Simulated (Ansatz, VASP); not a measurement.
# One calculation of SiF, two programs

File POSCAR:

```
SiF
1.0
    1.3474651590      0.7779582949      3.9241273749
   -1.3474651590      0.7779582949      3.9241273749
    0.0000000000     -1.5559165897      3.9241273749
Si F
1 1
Direct
    0.5000000000      0.5000000000      0.5000000000
    0.0000000000      0.0000000000      0.0000000000
```

Contents of INCAR.step1:

```
SYSTEM = SiF
ALGO     = Normal         ! electronic algorithm
EDIFF    = 1E-5           ! SCF threshold, eV
ENCUT    = 520            ! plane-wave cutoff, eV
GGA      = PE             ! functional
ISIF     = 2              ! what is computed and relaxed
ISMEAR   = -1             ! smearing method
LASPH    = .True.         ! aspherical terms in the spheres
LCHARG   = .False.        ! write CHGCAR
LREAL    = .False.        ! projectors in reciprocal space
LWAVE    = .True.         ! write WAVECAR
NBANDS   = 12             ! bands
NELM     = 60             ! most SCF steps
PREC     = Accurate       ! precision mode
SIGMA    = 0.05           ! smearing width, eV
```

The input INCAR.step2:

```
SYSTEM = SiF
AEXX     = 0.25           ! exact-exchange fraction
ALGO     = Normal         ! electronic algorithm
EDIFF    = 1E-6           ! SCF threshold, eV
ENCUT    = 520            ! plane-wave cutoff, eV
ISIF     = 2              ! what is computed and relaxed
ISMEAR   = -1             ! smearing method
ISTART   = 1            
LASPH    = .True.         ! aspherical terms in the spheres
LCHARG   = .False.        ! write CHGCAR
LHFCALC  = .True.         ! exact exchange
LMIXTAU  = .True.       
LREAL    = .False.        ! projectors in reciprocal space
LWAVE    = .False.        ! write WAVECAR
METAGGA  = R2SCAN         ! meta-GGA
NBANDS   = 12             ! bands
NELM     = 60             ! most SCF steps
PREC     = Accurate       ! precision mode
PRECFOCK = Normal       
SIGMA    = 0.05           ! smearing width, eV
```

The input KPOINTS:

```
k-points
0
Gamma
  6 6 6
  0 0 0
```

File input.yaml:

```yaml
crystal:
  lattice:
    - [1.347465159, 0.7779582949, 3.9241273749]
    - [-1.347465159, 0.7779582949, 3.9241273749]
    - [0.0, -1.5559165897, 3.9241273749]
  atoms:
    - { symbol: Si, position: [0.5, 0.5, 0.5] }
    - { symbol: F, position: [0.0, 0.0, 0.0] }
hamiltonian:
  xc: r2scan0
  pseudopotentials: { kind: paw }
kpoints:
  mp_grid: { grid: [6, 6, 6] }
scf:
  occupations: { method: fermi_dirac, width: 0.05 }
output:
  forces: true
  stress: true
  eigenvalues: true
```

Alike in both runs: task single point; functional r2SCAN0; k mesh 6 × 6 × 6; occupations fermi-dirac, width 0.05 eV; no spin polarisation.

|  | VASP | Ansatz |
| --- | --- | --- |
| version | VASP 6.6.1 | Ansatz 0.2.0 |
| potentials or method | VASP PAW PBE potentials, release 64 (Si, F) | Ansatz PAW |
| plane-wave cutoff (eV) | 520 | 500 |
| valence electrons in the cell | 11 | 11 |

VASP gave:

* gap on the k mesh at the Fermi level (eV): none
* pressure (GPa): -5.9
* traceless stress, the component that is largest in VASP (GPa): 0.41

**Question.** What did Ansatz give for the same quantities?

**Answer.** gap on the k mesh at the Fermi level (eV): none; pressure (GPa): -5.6; traceless stress, the component that is largest in VASP (GPa): 0.38.

VASP's potentials were made for PBE, not for r2SCAN0. A gap of «none» marks a metal or a gap that the smearing closes.

The k mesh is coarse, so the values compare programs but aren't converged.
